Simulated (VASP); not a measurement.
# GaN (F-43m) in VASP: notebook

The runs below take GaN through single point, relaxation of cell and atoms, with PBE.

All numbers are computed with VASP 6.6.1; they aren't measurements. Logs are shortened: lines on timing, memory, paths and dates and some standing lists are left out, and cuts for length are marked.

## 1. The cell of the first run

The structure is cubic, space group F-43m (No. 216). The conventional cell has a = 4.478 Å, b = 4.478 Å, c = 4.478 Å, α = 90.00°, β = 90.00°, γ = 90.00°. Within 2.6 Å of Ga (site symmetry -43m) lie 4 N at 1.94 Å. Within 2.6 Å of N (site symmetry -43m) lie 4 Ga at 1.94 Å.

## 2. Single point, PBE

INCAR

```
SYSTEM = GaN
ALGO = Normal ; EDIFF = 1E-6
ENCUT = 520 ; GGA = PE
ISIF = 2 ; ISMEAR = 0
LASPH = .TRUE. ; LCHARG = .TRUE.
LELF = .TRUE. ; LREAL = .FALSE.
LVHAR = .TRUE. ; LWAVE = .FALSE.
NBANDS = 16 ; NELM = 100
PREC = Accurate ; SIGMA = 0.01
```

KPOINTS

```
k-points
0
G
  10 10 10
  0 0 0
```

POSCAR

```
GaN
1.0
    0.0000000000      2.2388127101      2.2388127101
    2.2388127101      0.0000000000      2.2388127101
    2.2388127101      2.2388127101      0.0000000000
Ga N
1 1
Direct
    0.0000000000      0.0000000000      0.0000000000
    0.7500000000      0.7500000000      0.7500000000
```

Potentials or basis: VASP PAW PBE potentials, release 64 (Ga_d, N).

Run with:

```console
$ cat potpaw_PBE.64/Ga_d/POTCAR potpaw_PBE.64/N/POTCAR > POTCAR
$ mpirun -np 1 vasp_std > vasp.out
```

OUTCAR:

```text
SYSTEM = GaN
   EDIFF = 1E-6
   ENCUT = 520
   GGA = PE
   ISIF = 2
   ISMEAR = 0
   LASPH = .TRUE.
   LREAL = .FALSE.
   NELM = 100
   PREC = Accurate

 ion  position               nearest neighbor table
   1  0.000  0.000  0.000-   2 1.94   2 1.94   2 1.94   2 1.94
   2  0.750  0.750  0.750-   1 1.94   1 1.94   1 1.94   1 1.94

  LATTYP: Found a face centered cubic cell.
 ALAT       =     4.4776254202

  Lattice vectors:

 A1 = (   0.0000000000,   2.2388127101,   2.2388127101)
 A2 = (   2.2388127101,   0.0000000000,   2.2388127101)
 A3 = (   2.2388127101,   2.2388127101,   0.0000000000)

Analysis of symmetry for initial positions (statically):
=====================================================================
 Subroutine PRICEL returns:
 Original cell was already a primitive cell.

 Routine SETGRP: Setting up the symmetry group for a
 face centered cubic supercell.

 Subroutine GETGRP returns: Found 24 space group operations
 (whereof 24 operations were pure point group operations)
 out of a pool of 48 trial point group operations.

The static configuration has the point symmetry T_d .

Analysis of symmetry for dynamics (positions and initial velocities):
=====================================================================
 Subroutine PRICEL returns:
 Original cell was already a primitive cell.

 Routine SETGRP: Setting up the symmetry group for a
 face centered cubic supercell.

 Subroutine GETGRP returns: Found 24 space group operations
 (whereof 24 operations were pure point group operations)
 out of a pool of 48 trial point group operations.

The dynamic configuration has the point symmetry T_d .

 Subroutine INISYM returns: Found 24 space group operations
 (whereof 24 operations are pure point group operations),
 and found     1 'primitive' translations

----------------------------------------------------------------------------------------

                                     Primitive cell

  volume of cell :      22.4431

  direct lattice vectors                    reciprocal lattice vectors
     0.000000000  2.238812710  2.238812710    -0.223332661  0.223332661  0.223332661
     2.238812710  0.000000000  2.238812710     0.223332661 -0.223332661  0.223332661
     2.238812710  2.238812710  0.000000000     0.223332661  0.223332661 -0.223332661

  length of vectors
     3.166159298  3.166159298  3.166159298     0.386823516  0.386823516  0.386823516

  position of ions in fractional coordinates (direct lattice)
     0.000000000  0.000000000  0.000000000
     0.750000000  0.750000000  0.750000000

  ion indices of the primitive-cell ions
   primitive index   ion index
                 1           1
                 2           2

----------------------------------------------------------------------------------------

 KPOINTS: k-points

Automatic generation of k-mesh.
 Grid dimensions read from file:
 generate k-points for:   10   10   10

 Generating k-lattice:

  Cartesian coordinates                     Fractional coordinates (reciprocal lattice)
    -0.022333266  0.022333266  0.022333266     0.100000000  0.000000000  0.000000000
     0.022333266 -0.022333266  0.022333266     0.000000000  0.100000000  0.000000000
     0.022333266  0.022333266 -0.022333266     0.000000000  0.000000000  0.100000000

  Length of vectors
     0.038682352  0.038682352  0.038682352

  Shift w.r.t. Gamma in fractional coordinates (k-lattice)
     0.000000000  0.000000000  0.000000000

 Subroutine IBZKPT returns following result:
 ===========================================

 Found     47 irreducible k-points:

 Following reciprocal coordinates:
            Coordinates               Weight
  0.000000  0.000000  0.000000      1.000000
  0.100000  0.000000  0.000000      8.000000
  0.200000  0.000000  0.000000      8.000000
  0.300000  0.000000  0.000000      8.000000
  0.400000  0.000000  0.000000      8.000000
  0.500000  0.000000  0.000000      4.000000
[... 16 lines left out ...]
  0.300000  0.300000  0.000000      6.000000
  0.400000  0.300000  0.000000     24.000000
 [... further k-points ...]
   k-points           NKPTS =     47   k-points in BZ     NKDIM =     47   number of bands    NBANDS=     16
   number of dos      NEDOS =    301   number of ions     NIONS =      2
   total plane-waves  NPLWV =  13824
   dimension x,y,z NGX =    24 NGY =   24 NGZ =   24
   dimension x,y,z NGXF=    48 NGYF=   48 NGZF=   48
   ions per type =               1   1
   NGX,Y,Z   is equivalent  to a cutoff of  12.60, 12.60, 12.60 a.u.
   NGXF,Y,Z  is equivalent  to a cutoff of  25.20, 25.20, 25.20 a.u.
 SYSTEM =  GaN
   PREC   = accura    normal or accurate (medium, high low for compatibility)
   ISTART =      0    job   : 0-new  1-cont  2-samecut
   ICHARG =      2    charge: 1-file 2-atom 10-const
   ISPIN  =      1    spin polarized calculation?
   LNONCOLLINEAR =      F non collinear calculations
   LSORBIT =      F    spin-orbit coupling
   LASPH  =      T    aspherical Exc in radial PAW
   ENCUT  =  520.0 eV  38.22 Ry    6.18 a.u.   5.89  5.89  5.89*2*pi/ulx,y,z
   NELM   =    100;   NELMIN=  2; NELMDL= -5     # of ELM steps
   EDIFF  = 0.1E-05   stopping-criterion for ELM
   LREAL  =      F    real-space projection
   EDIFFG = 0.1E-04   stopping-criterion for IOM
   NSW    =      0    number of steps for IOM
   IBRION =     -1    ionic relax: 0-MD 1-quasi-New 2-CG
   NFREE  =      0    steps in history (QN), initial steepest desc. (CG)
   ISIF   =      2    stress and relaxation
   ISYM   =      2    0-nonsym 1-usesym 2-fastsym
   POTIM  = 0.5000    time-step for ionic-motion
   TEBEG  =    0.0;   TEEND  =   0.0 temperature during run
   PSTRESS=    0.0 pullay stress
   NELECT =      18.0000    total number of electrons
   NUPDOWN=      -1.0000    fix difference up-down
   EMIN   =  10.00;   EMAX   =-10.00  energy-range for DOS
   EFERMI =   0.00;   METHOD = LEGACY
   ISMEAR =     0;   SIGMA  =   0.01  broadening in eV -4-tet -1-fermi 0-gaus
   EFERMI_NEDOS =   21; number of points for ismear=-14 and -15
   IALGO  =     38    algorithm
   IMIX   =      4    mixing-type and parameters
     AMIX     =   0.40;   BMIX     =  1.00
     AMIX_MAG =   1.60;   BMIX_MAG =  1.00
  volume/ion in A,a.u.               =      11.22        75.73
  Fermi-wavevector in a.u.,A,eV,Ry     =   1.521030  2.874331 31.477535  2.313534
  Thomas-Fermi vector in A             =   2.629801
   LORBIT       =      0    0 simple, 1 ext, 2 COOP (PROOUT), +10 PAW based schemes
   GGA     = PE    functional components
   LHFCALC =     F    Hartree Fock is set to
   AEXX    =    0.0000 exact exchange contribution
   IVDW    =     0    specifies the selected vdW correction
   LEPSILON=     F    determine dielectric tensor
   LRPA    =     F    only Hartree local field effects (RPA)
 non-spin polarized calculation
 Gauss-broadening in eV      SIGMA  =   0.01
  energy-cutoff  :      520.00
  volume of cell :       22.44
 maximum number of plane-waves:       620
   NGX = 11   NGY = 11   NGZ = 11

 number of electron      18.0000015 magnetization

 Free energy of the ion-electron system (eV)
  ---------------------------------------------------
  ext. energy  EPLUGINS =         0.00000000
  ---------------------------------------------------
  free energy    TOTEN  =       -12.12349789 eV

  energy without entropy =      -12.12349789  energy(sigma->0) =      -12.12349789

 E-fermi :   5.6619     XC(G=0): -11.7723

 val. band max:        5.4969355378   @ k =   0.0000   0.0000   0.0000
 cond. band min:       7.3481214082   @ k =   0.0000   0.0000   0.0000
 fundamental gap:      1.8511858704
 Fermi energy:         5.6619202295

 k-point     1 :       0.0000    0.0000    0.0000
  band No.  band energies     occupation
      1     -10.6064      2.00000
      2      -7.9623      2.00000
      3      -7.9623      2.00000
      4      -7.9623      2.00000
      5      -7.6222      2.00000
      6      -7.6222      2.00000
[... 8 lines left out ...]
     15      24.5021      0.00000
     16      24.5021      0.00000

 k-point     2 :       0.1000    0.0000    0.0000
  band No.  band energies     occupation
      1     -10.4917      2.00000
      2      -7.9479      2.00000
      3      -7.9479      2.00000
      4      -7.9248      2.00000
      5      -7.6236      2.00000
      6      -7.6236      2.00000
[... 8 lines left out ...]
     15      23.1871      0.00000
     16      23.2249      0.00000

 k-point     3 :       0.2000    0.0000    0.0000
  band No.  band energies     occupation
      1     -10.2006      2.00000
      2      -7.9145      2.00000
      3      -7.9145      2.00000
      4      -7.7658      2.00000
      5      -7.6224      2.00000
      6      -7.6224      2.00000
[... 8 lines left out ...]
     15      22.4137      0.00000
     16      22.4137      0.00000

 k-point     4 :       0.3000    0.0000    0.0000
  band No.  band energies     occupation
      1      -9.8848      2.00000
      2      -7.8847      2.00000
      3      -7.8847      2.00000
      4      -7.6081      2.00000
      5      -7.6081      2.00000
      6      -7.3719      2.00000
[... 8 lines left out ...]
     15      22.9197      0.00000
     16      22.9197      0.00000
[... 324 lines left out ...]
 k-point    22 :      -0.2000    0.2000    0.0000
  band No.  band energies     occupation
      1      -9.7876      2.00000
      2      -7.8677      2.00000
      3      -7.8520      2.00000
      4      -7.6459      2.00000
      5      -7.6393      2.00000
      6      -7.1908      2.00000
[... 8 lines left out ...]
     15      23.0779      0.00000
     16      26.3028      0.00000

 k-point    23 :       0.3000    0.3000    0.0000
  band No.  band energies     occupation
      1      -9.6945      2.00000
      2      -7.8107      2.00000
      3      -7.7612      2.00000
      4      -7.7612      2.00000
      5      -7.5691      2.00000
      6      -7.1824      2.00000
[... 8 lines left out ...]
     15      27.7259      0.00000
     16      28.2909      0.00000

 k-point    24 :       0.4000    0.3000    0.0000
  band No.  band energies     occupation
      1      -9.5652      2.00000
      2      -7.8286      2.00000
      3      -7.7249      2.00000
      4      -7.7242      2.00000
      5      -7.5584      2.00000
      6      -6.7237      2.00000
[... 8 lines left out ...]
     15      28.1332      0.00000
     16      28.1397      0.00000

 [... further k-points ...]
[... 5 lines left out ...]
  --------------------------------------------------------------------------------------
  -------------------------------------------------------------------------------------
  Total        1.2657048      1.2657048      1.2657048     -0.0000000      0.0000000     -0.0000000
  in kB       90.3565656     90.3565656     90.3565656     -0.0000000      0.0000000     -0.0000000
  external PRESSURE =      90.3565656 kB  Pullay stress =       0.0000000 kB

 VOLUME and BASIS-vectors are now :
 -----------------------------------------------------------------------------
  energy-cutoff  :      520.00
  volume of cell :       22.44
      direct lattice vectors                 reciprocal lattice vectors
     0.000000000  2.238812710  2.238812710    -0.223332661  0.223332661  0.223332661
     2.238812710  0.000000000  2.238812710     0.223332661 -0.223332661  0.223332661
     2.238812710  2.238812710  0.000000000     0.223332661  0.223332661 -0.223332661

 POSITION                                       TOTAL-FORCE (eV/Angst)
 -----------------------------------------------------------------------------------
      0.00000      0.00000      0.00000        -0.000000     -0.000000     -0.000000
      3.35822      3.35822      3.35822         0.000000      0.000000      0.000000
 -----------------------------------------------------------------------------------
    total drift:                               -0.000002     -0.000002     -0.000002

  FREE ENERGIE OF THE ION-ELECTRON SYSTEM (eV)
  ---------------------------------------------------
  free  energy   TOTEN  =       -12.1234978864 eV

  energy  without entropy=      -12.1234978864  energy(sigma->0) =      -12.12349789
```

Run time: 8.6 s. Hardware: 1 thread of Intel Xeon Platinum 8488C (Sapphire Rapids), shared host; peak memory 0.14 GiB.

What came out:

* Free energy: -12.1235 eV
* Pressure: 9.0 GPa
* Band gap on the k mesh: 1.85 eV, direct

## 3. Relaxation of cell and atoms, PBE, target pressure 9 GPa, at which the enthalpy is minimised

This run uses another cell than the first one, of 11.76 Å³/atom, 1.048 times its volume.

INCAR

```
SYSTEM = GaN
  PREC = Accurate
  ENCUT = 600
  EDIFF = 1E-6
  ISMEAR = 0
  SIGMA = 0.01
  LREAL = .False.
  LASPH = .True.
  NELM = 100
  ALGO = Normal
  ISIF = 3
  LWAVE = .False.
  LCHARG = .False.
  GGA = PE
  IBRION = 2
  NSW = 80
  EDIFFG = -0.001
  PSTRESS = 90.0
```

KPOINTS

```
regular mesh
0
Gamma
  10 10 10
  0 0 0
```

POSCAR

```
GaN
1.0
    0.0000000000      2.2742384991      2.2742384991
    2.2742384991      0.0000000000      2.2742384991
    2.2742384991      2.2742384991      0.0000000000
Ga N
1 1
Direct
    0.0000000000      0.0000000000      0.0000000000
    0.7500000000      0.7500000000      0.7500000000
```

Potentials or basis: VASP PAW PBE potentials, release 64 (Ga_d, N).

Run with:

```console
$ cat potpaw_PBE.64/Ga_d/POTCAR potpaw_PBE.64/N/POTCAR > POTCAR
$ mpirun -np 1 vasp_std > vasp.out
```

OUTCAR:

```text
SYSTEM = GaN
   PREC = Accurate
   ENCUT = 600
   EDIFF = 1E-6
   ISMEAR = 0
   LREAL = .False.
   LASPH = .True.
   NELM = 100
   ISIF = 3
   GGA = PE
   IBRION = 2
   NSW = 80
   EDIFFG = -0.001
   PSTRESS = 90.0

 ion  position               nearest neighbor table
   1  0.000  0.000  0.000-   2 1.97   2 1.97   2 1.97   2 1.97
   2  0.750  0.750  0.750-   1 1.97   1 1.97   1 1.97   1 1.97

  LATTYP: Found a face centered cubic cell.
 ALAT       =     4.5484769982

  Lattice vectors:

 A1 = (   0.0000000000,   2.2742384991,   2.2742384991)
 A2 = (   2.2742384991,   0.0000000000,   2.2742384991)
 A3 = (   2.2742384991,   2.2742384991,   0.0000000000)

Analysis of symmetry for initial positions (statically):
=====================================================================
 Subroutine PRICEL returns:
 Original cell was already a primitive cell.

 Routine SETGRP: Setting up the symmetry group for a
[... 374 lines left out ...]
 fundamental gap:      1.8563276562
 Fermi energy:         5.5539459120

 k-point     1 :       0.0000    0.0000    0.0000
  band No.  band energies     occupation
      1     -10.6052      2.00000
      2      -7.9550      2.00000
      3      -7.9550      2.00000
      4      -7.9550      2.00000
      5      -7.6139      2.00000
      6      -7.6139      2.00000
      7       5.5055      2.00000
      8       5.5055      2.00000
      9       5.5055      2.00000
     10       7.3619      0.00000
     11      15.9359      0.00000
     12      15.9359      0.00000
     13      15.9359      0.00000
[... 354 lines left out ...]
  band No.  band energies     occupation
      1      -9.5615      2.00000
      2      -7.8211      2.00000
      3      -7.7170      2.00000
      4      -7.7163      2.00000
      5      -7.5500      2.00000
      6      -6.7166      2.00000
      7       0.4390      2.00000
      8       2.9714      2.00000
      9       3.2993      2.00000
     10       9.9984      0.00000
     11      12.8040      0.00000
     12      16.4277      0.00000
     13      18.5500      0.00000

 [... further k-points ...]
[... 5 lines left out ...]
  --------------------------------------------------------------------------------------
  -------------------------------------------------------------------------------------
  Total        1.2601420      1.2601420      1.2601420      0.0000000      0.0000000      0.0000000
  in kB       90.0279825     90.0279825     90.0279825      0.0000000      0.0000000      0.0000000
  external PRESSURE =       0.0279825 kB  Pullay stress =      90.0000000 kB
[... 21 lines left out ...]
  energy  without entropy=      -12.1257385089  energy(sigma->0) =      -12.12573851

  enthalpy is  TOTEN    =       -10.8659881656 eV   P V=        1.2597503432

 reached required accuracy - stopping structural energy minimisation
```

CONTCAR:

```text
GaN
   1.00000000000000
    -0.0000000000000000    2.2382444737286877    2.2382444737286877
     2.2382444737286877   -0.0000000000000000    2.2382444737286877
     2.2382444737286877    2.2382444737286877   -0.0000000000000000
  Ga              N
     1     1
Direct
     1.0000000000000000    1.0000000000000000    0.0000000000000000
     0.7500000000000000    0.7500000000000000    0.7500000000000000

  0.00000000E+00  0.00000000E+00  0.00000000E+00
  0.00000000E+00  0.00000000E+00  0.00000000E+00
```

Wall time 47 s (1 thread of Intel Xeon Platinum 8488C (Sapphire Rapids), shared host); peak memory 0.18 GiB.

What came out:

| Property | Result |
| --- | --- |
| Free energy | -12.1257 eV |
| Relaxed volume | 11.21 Å³/atom |
| Relaxed cell | a = 3.165 Å, b = 3.165 Å, c = 3.165 Å, α = 60.00°, β = 60.00°, γ = 60.00° |
| Space group after relaxing (to 0.05 Å) | F-43m (No. 216) |
| Energy change on relaxing (the enthalpy is what falls) | +14.7 meV/atom |
| Ionic steps | 6 |
| Pressure after relaxing | 9.0 GPa |
| Band gap on the k mesh | 1.86 eV, direct |

The path:
```tsv
step	energy change (eV)	largest force (eV/Å)	pressure (GPa)	volume (Å³)
1	0.0000	0.0000	-0.06	23.53
2	0.1287	0.0000	20.45	21.33
3	0.0286	0.0000	8.89	22.44
4	0.0298	0.0000	9.10	22.42
5	0.0286	0.0000	8.86	22.44
6	0.0293	0.0000	9.00	22.43
```

Final structure:
```
Ga N
1.0
     0.00000    2.23824    2.23824
     2.23824    0.00000    2.23824
     2.23824    2.23824    0.00000
Ga N
1 1
Direct
  0.00000 0.00000 0.00000
  0.75000 0.75000 0.75000
```

Levels at points of the mesh, in eV from the valence-band top:
```tsv
k point	band 5	band 6	band 7	band 8	band 9	band 10	band 11	band 12	band 13
(0.00, 0.00, 0.00)	-13.12	-13.12	0.00	0.00	0.00	1.86	10.43	10.43	10.43
(0.50, 0.00, 0.00)	-13.07	-11.88	-7.17	-0.99	-0.99	4.78	8.83	10.47	10.47
(0.50, 0.50, 0.00)	-13.04	-11.46	-6.21	-2.77	-2.77	3.36	6.78	11.85	14.18
```

Caveat: the cell is relaxed towards a set pressure, so the enthalpy falls and the energy may rise.
